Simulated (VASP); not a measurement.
Wanted: the native input for a VASP 6.6.1 run.

* Task: single point
* Functional: PBEsol
* Potentials or basis: VASP PAW PBE potentials, release 64 (Cd, As, Ge_d)
* Cutoff: 520 eV
* k mesh: 6 × 6 × 6
* Occupations: fermi-dirac, width 0.05 eV
* Spin: no spin polarisation
* Dipole correction: no
* Further INCAR settings: ALGO = Normal; EDIFF = 1e-07; NBANDS = 46

The structure of CdGeAs2 lies in POSCAR:

```
CdGeAs2
1.0
   -2.9092554175      2.9092554175      5.4995432390
    2.9092554175     -2.9092554175      5.4995432390
    2.9092554175      2.9092554175     -5.4995432390
Cd As Ge
2 4 2
Direct
    0.5000000000      0.5000000000      0.0000000000
    0.2500000000      0.7500000000      0.5000000000
    0.1003209629      0.1250000000      0.4753209629
    0.3750000000      0.8996790371      0.0246790371
    0.6496790371      0.6250000000      0.5246790371
    0.8750000000      0.3503209629      0.9753209629
    0.7500000000      0.2500000000      0.5000000000
    0.0000000000      0.0000000000      0.0000000000
```

The input as run:

INCAR

```
PREC     = Accurate       # precision mode
ENCUT    = 520            # plane-wave cutoff, eV
EDIFF    = 1E-7           # SCF threshold, eV
ISMEAR   = -1             # smearing method
SIGMA    = 0.05           # smearing width, eV
LREAL    = F              # projectors in reciprocal space
LASPH    = T              # aspherical terms in the spheres
NELM     = 100            # most SCF steps
ALGO     = Normal         # electronic algorithm
ISIF     = 2              # what is computed and relaxed
LWAVE    = F              # write WAVECAR
LCHARG   = F              # write CHGCAR
GGA      = PS             # functional
NBANDS   = 46             # bands
```

KPOINTS

```
regular mesh
0
Gamma
  6 6 6
```

Potentials or basis: VASP PAW PBE potentials, release 64 (Cd, As, Ge_d).

Launch:

```console
$ cat potpaw_PBE.64/Cd/POTCAR potpaw_PBE.64/As/POTCAR potpaw_PBE.64/Ge_d/POTCAR > POTCAR
$ mpirun -np 1 vasp_std > vasp.out
```

Results of the run:

* Pressure: 5.3 GPa
* Largest force: 0.015 eV/Å
* Band gap on the k mesh: 0.07 eV

Caveat: the cell stands under pressure; the PAW data sets were made with another functional, which shifts forces and pressure a little.

It took 3.1 min on 1 thread of Intel(R) Xeon(R) 6975P-C (Granite Rapids) (shared host), peak memory 0.54 GiB.
